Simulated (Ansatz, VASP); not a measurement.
## Two plane-wave programs on AgCl

INCAR

```
ALGO     = Normal         # electronic algorithm
EDIFF    = 1E-6           # SCF threshold, eV
ENCUT    = 520            # plane-wave cutoff, eV
GGA      = PE             # functional
ISIF     = 2              # what is computed and relaxed
ISMEAR   = 0              # smearing method
LASPH    = T              # aspherical terms in the spheres
LCHARG   = F              # write CHGCAR
LREAL    = F              # projectors in reciprocal space
LWAVE    = F              # write WAVECAR
NBANDS   = 16             # bands
NELM     = 100            # most SCF steps
PREC     = Accurate       # precision mode
SIGMA    = 0.05           # smearing width, eV
```

File KPOINTS:

```
k-points
0
Gamma
  8 8 8
```

POSCAR

```
AgCl
1.0
    0.0000000000      2.7731500000      2.7731500000
    2.7731500000      0.0000000000      2.7731500000
    2.7731500000      2.7731500000      0.0000000000
Ag Cl
1 1
Direct
    0.5000000000      0.5000000000      0.5000000000
    0.0000000000      0.0000000000      0.0382474865
```

Input for Ansatz:

```yaml
crystal:
  lattice:
    - [0.0, 2.77315, 2.77315]
    - [2.77315, 0.0, 2.77315]
    - [2.77315, 2.77315, 0.0]
  atoms:
    - { symbol: Ag, position: [0.5, 0.5, 0.5] }
    - { symbol: Cl, position: [0.0, 0.0, 0.0382474865] }
basis:
  ecutwfc: 420
kpoints:
  mp_grid: { grid: [8, 8, 8] }
hamiltonian:
  xc: pbe
scf:
  occupations: { method: gaussian, width: 0.05 }
output:
  forces: true
  stress: true
  eigenvalues: true
```

Change from the starting cell: all Cl atoms moved +0.150 Å, as atom 2 along Cartesian [1 1 0].

Alike in both runs: task single point; functional PBE; k mesh 8 × 8 × 8; occupations gaussian, width 0.05 eV; no spin polarisation.

|  | VASP | Ansatz |
| --- | --- | --- |
| version | VASP 6.6.1 | Ansatz 0.2.0 |
| potentials or method | VASP PAW PBE potentials, release 64 (Ag, Cl), cutoff 520 eV | scalar-relativistic, plane waves, PAW |
| valence electrons in the cell | 18 | 26 |

```csv
,VASP,Ansatz,Ansatz less VASP
gap on the k mesh at the Fermi level (eV),0.89,0.90,+0.003
least direct gap on the mesh (eV),2.79,2.79,+0.002
pressure (GPa),1.8,2.0,+0.14
"traceless stress, the component that is largest in VASP (GPa)",-0.35,-0.35,-0.001
rms of the force components (eV/Å),0.101,0.103,+0.0016
```

Atom by atom the forces differ by 0.002 eV/Å (rms over components). VASP's potentials hold 18 valence electrons a cell and Ansatz's 26, so a difference there can come from the potentials and not from the codes.
